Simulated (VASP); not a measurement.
The system is BN.

```
CELL_PARAMETERS angstrom
2.51942 0.00000 0.00000
-1.25971 2.18188 0.00000
0.00000 0.00000 4.16973
ATOMIC_POSITIONS crystal
N 0.33333 0.66667 0.12528
N 0.66667 0.33333 0.62528
B 0.33333 0.66667 0.49972
B 0.66667 0.33333 0.99972
```

Base run:

- Program: VASP 6.6.1
- Functional: PBE
- Potentials or basis: VASP PAW PBE potentials, release 64 (N, B)
- Cutoff: 520 eV
- k mesh: 12 × 12 × 6
- Occupations: fermi-dirac, width 0.05 eV
- Spin: no spin polarisation

Its results: band gap on the k mesh 5.13 eV, indirect (least direct gap 8.43 eV); pressure 16.7 GPa; largest force 0.018 eV/Å.

Task: After a change of settings the same cell gave: band gap on the k mesh 4.90 eV, indirect (least direct gap 8.30 eV); pressure 2.7 GPa; largest force 0.011 eV/Å. Which change was it?
A. functional from PBE to LDA; potentials or basis from VASP PAW PBE potentials, release 64 (N, B) to VASP PAW LDA potentials, release 64 (N, B)
B. functional from PBE to PBEsol; further incar settings from ALGO = Normal; EDIFF = 1e-07; NBANDS = 16 to ALGO = Normal; EDIFF = 1e-06; NBANDS = 16
C. functional from PBE to r2SCAN

Result: A.
